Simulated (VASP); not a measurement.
A run of VASP 6.6.1:

Contents of POSCAR:

```
Bi
1.0
   -2.0160481300      2.0160481300      2.0160481300
    2.0160481300     -2.0160481300      2.0160481300
    2.0160481300      2.0160481300     -2.0160481300
Bi
1
Direct
    0.0000000000      0.0000000000      0.0000000000
```

Contents of INCAR.step1:

```
SYSTEM = Bi
ALGO = Normal ; EDIFF = 1E-4
ENCUT = 520 ; GGA = PE
ISMEAR = 0 ; LASPH = .TRUE.
LCHARG = .FALSE. ; LREAL = .FALSE.
LWAVE = .TRUE. ; NBANDS = 14
NELM = 100 ; PREC = Accurate
SIGMA = 0.05
```

INCAR.step2

```
SYSTEM = Bi
ALGO = Normal ; EDIFF = 1E-6
ENCUT = 520 ; ISIF = 2
ISMEAR = 0 ; ISTART = 1
LASPH = .TRUE. ; LCHARG = .TRUE.
LELF = .TRUE. ; LMIXTAU = .TRUE.
LREAL = .FALSE. ; LVHAR = .TRUE.
LWAVE = .FALSE. ; METAGGA = R2SCAN
NBANDS = 14 ; NELM = 100
PREC = Accurate ; SIGMA = 0.05
```

File KPOINTS:

```
k-points
0
G
  8 8 8
  0 0 0
```

Potentials or basis: VASP PAW PBE potentials, release 64 (Bi_d).

Command:

```bash
$ cat potpaw_PBE.64/Bi_d/POTCAR > POTCAR
$ cp INCAR.step1 INCAR
$ mpirun -np 1 vasp_std > vasp.out
$ cp INCAR.step2 INCAR
$ mpirun -np 1 vasp_std > vasp.out
```

Hardware: 1 thread of Intel(R) Xeon(R) 6975P-C (Granite Rapids), with other jobs on the host.

Question: How long does it take, and how much memory?

Answer: Wall time 25 s on 1 thread of Intel(R) Xeon(R) 6975P-C (Granite Rapids), on a shared host, peak memory 0.16 GiB. Counts: k points 29.
